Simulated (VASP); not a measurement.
Wanted: the native input for a VASP 6.6.1 run.

```
Task                   : single point
Functional             : LDA
Potentials or basis    : VASP PAW LDA potentials, release 64 (Pb_d, Te)
Cutoff                 : 500 eV
k mesh                 : 12 × 12 × 12
Occupations            : fermi-dirac, width 0.08 eV
Spin                   : no spin polarisation
Dipole correction      : no
Further INCAR settings : ALGO = Normal; EDIFF = 1e-06; NBANDS = 17
```

The structure of TePb (rocksalt type) lies in POSCAR:

```
TePb
1.0
    0.0000000000      3.1904605225      3.1904605225
    3.1904605225      0.0000000000      3.1904605225
    3.1904605225      3.1904605225      0.0000000000
Pb Te
1 1
Direct
    0.0000000000      0.0000000000      0.0000000000
    0.5000000000      0.5000000000      0.5000000000
```

These files were run (other wordings do the same):

INCAR

```
  PREC = Accurate
  ENCUT = 500
  EDIFF = 1E-6
  ISMEAR = -1
  SIGMA = 0.08
  LREAL = F
  LASPH = T
  NELM = 120
  ALGO = Normal
  ISIF = 2
  LWAVE = F
  LCHARG = T
  GGA = CA
  LELF = T
  LVHAR = T
  NBANDS = 17
  GGA_COMPAT = F
```

KPOINTS

```
Automatic mesh
0
Gamma
  12 12 12
```

Potentials or basis: VASP PAW LDA potentials, release 64 (Pb_d, Te).

Run with:

```sh
$ cat potpaw_LDA.64/Pb_d/POTCAR potpaw_LDA.64/Te/POTCAR > POTCAR
$ mpirun -np 1 vasp_std > vasp.out
```

Results of the run:

* Pressure: 0.1 GPa
* Band gap on the k mesh: 0.55 eV

Caveat: spin-orbit coupling is left out, which moves the levels of the heavy elements.

Wall time 30 s on 1 thread of Intel(R) Xeon(R) 6975P-C (Granite Rapids) (shared host), peak memory 0.21 GiB.
